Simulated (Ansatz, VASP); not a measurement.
**Two plane-wave programs on PbS**

```xyz
2
Lattice="3.7017 0.0000 0.0000 0.0000 3.7017 0.0000 0.0000 0.0000 3.7017" Properties=species:S:1:pos:R:3 pbc="T T T"
Pb    0.0000    0.0000    0.0000
S     1.8509    1.8509    1.8509
```

Alike in both runs: task single point; functional LDA; k mesh 7 × 7 × 7; occupations fermi-dirac, width 0.05 eV; no spin polarisation.

```csv
,VASP,Ansatz
version,VASP 6.6.1,Ansatz 0.2.0
potentials or method,"VASP PAW LDA potentials, release 64 (Pb_d, S)",Ansatz PAW
plane-wave cutoff (eV),520,420
valence electrons in the cell,20,20
```

```tsv
	VASP	Ansatz	Ansatz less VASP
pressure (GPa)	-6.8	-6.8	0.00
```

LDA's correlation is that of Perdew and Zunger in VASP and of Perdew and Wang (1992) in Ansatz.

Neither program's run includes spin-orbit coupling.
